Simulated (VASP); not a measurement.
## Ti: single point with PBE

The system is Ti.

```
Ti
1.0
     2.91013    0.00000    0.00000
    -1.45507    2.52024    0.00000
     0.00000    0.00000    4.61675
Ti
2
Direct
  0.33333 0.66667 0.25000
  0.66667 0.33333 0.75000
```

```
Program                : VASP 6.6.1
Task                   : single point
Functional             : PBE
Potentials or basis    : VASP PAW PBE potentials, release 64 (Ti_sv)
Cutoff                 : 520 eV
k mesh                 : 11 × 11 × 6
Occupations            : methfessel-paxton, width 0.2 eV
Spin                   : no spin polarisation
Dipole correction      : no
Further INCAR settings : ALGO = Normal; EDIFF = 1e-06; NBANDS = 19
```

The pressure is 2.8 GPa and the band gap on the k mesh is zero (bands 12 and 13 overlap by 1.01 eV).

Stress tensor (GPa, compression positive):
```
2.92 0.00 0.00
0.00 2.92 0.00
0.00 0.00 2.66
```

Levels at points of the mesh, in eV from the Fermi level:
| k point | band 9 | band 10 | band 11 | band 12 | band 13 | band 14 | band 15 | band 16 |
| --- | --- | --- | --- | --- | --- | --- | --- | --- |
| (0.00, 0.00, 0.00) | -6.29 | -2.77 | 0.78 | 0.78 | 0.81 | 0.88 | 1.29 | 1.29 |
| (0.00, 0.00, 0.50) | -4.40 | -4.40 | 0.06 | 0.06 | 0.68 | 0.68 | 0.68 | 0.68 |

Run time: 59 s on 1 thread of Intel Xeon 8259CL, with other jobs on the host, peak memory 0.17 GiB.
